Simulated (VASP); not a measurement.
Input of a VASP 6.6.1 run:

File POSCAR:

```
ZrC
1.0
    3.2754199538      0.0000000000      0.0000000000
   -1.6377099769      2.8365968880      0.0000000000
    0.0000000000      0.0000000000      5.1883781813
Zr C
2 2
Direct
    0.3333333300      0.6666666700      0.2500000000
    0.6666666700      0.3333333300      0.7500000000
    0.0000000000      0.0000000000      0.0000000000
    0.0000000000      0.0000000000      0.5000000000
```

File INCAR.step1:

```
PREC = Accurate
ENCUT = 520
ISMEAR = 0
SIGMA = 0.1
LREAL = False
LASPH = True
NELM = 60
NBANDS = 24
GGA = PE
ALGO = Normal
EDIFF = 1E-4
LWAVE = True
LCHARG = False
```

Contents of INCAR.step2:

```
PREC = Accurate
ENCUT = 520
EDIFF = 1E-6
ISMEAR = 0
SIGMA = 0.1
LREAL = False
LASPH = True
NELM = 60
ALGO = Normal
ISIF = 2
LWAVE = False
LCHARG = False
METAGGA = R2SCAN
LMIXTAU = True
NBANDS = 24
ISTART = 1
```

Contents of KPOINTS:

```
Automatic mesh
0
Gamma
  15 15 8
```

Potentials or basis: VASP PAW PBE potentials, release 64 (Zr_sv, C).

Launch:

```console
$ cat potpaw_PBE.64/Zr_sv/POTCAR potpaw_PBE.64/C/POTCAR > POTCAR
$ cp INCAR.step1 INCAR
$ mpirun -np 1 vasp_std > vasp.out
$ cp INCAR.step2 INCAR
$ mpirun -np 1 vasp_std > vasp.out
```

(1) Predict the band gap on the k mesh.

(2) What does it give for the pressure?

Answers

(1) zero (band 16 reaches 11.98 eV, above the bottom of band 17 at 10.52 eV).

(2) 21.3 GPa.

Caveat: the cell differs from its parent crystal (functional r2SCAN, strained); the PAW data sets were made with another functional, which shifts forces and pressure a little.
